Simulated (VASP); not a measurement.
Here is a VASP 6.6.1 calculation.

The input INCAR:

```
SYSTEM = HfH3
PREC     = Accurate       ! precision mode
ENCUT    = 520            ! plane-wave cutoff, eV
EDIFF    = 1E-6           ! SCF threshold, eV
ISMEAR   = -1             ! smearing method
SIGMA    = 0.05           ! smearing width, eV
LREAL    = .False.        ! projectors in reciprocal space
LASPH    = .True.         ! aspherical terms in the spheres
NELM     = 100            ! most SCF steps
ALGO     = Normal         ! electronic algorithm
ISIF     = 2              ! what is computed and relaxed
LWAVE    = .False.        ! write WAVECAR
LCHARG   = .False.        ! write CHGCAR
GGA      = PS             ! functional
NBANDS   = 14             ! bands
```

Contents of KPOINTS:

```
Automatic mesh
0
Gamma
  8 8 8
  0 0 0
```

Contents of POSCAR:

```
HfH3
1.0
    3.0638476984      0.0000000000      0.0000000000
    0.0000000000      3.0638476984      0.0000000000
    0.0000000000      0.0000000000      3.0638476984
Hf H
1 3
Direct
    0.0000000000      0.0000000000      0.0000000000
    0.0000000000      0.5000000000      0.5000000000
    0.5000000000      0.0000000000      0.5000000000
    0.5000000000      0.5000000000      0.0000000000
```

Potentials or basis: VASP PAW PBE potentials, release 64 (Hf_pv, H).

Command:

```bash
$ cat potpaw_PBE.64/Hf_pv/POTCAR potpaw_PBE.64/H/POTCAR > POTCAR
$ mpirun -np 1 vasp_std > vasp.out
```

(1) Estimate the pressure.

Answers

(1) -2.2 GPa.

Caveat: the PAW data sets were made with another functional, which shifts forces and pressure a little.
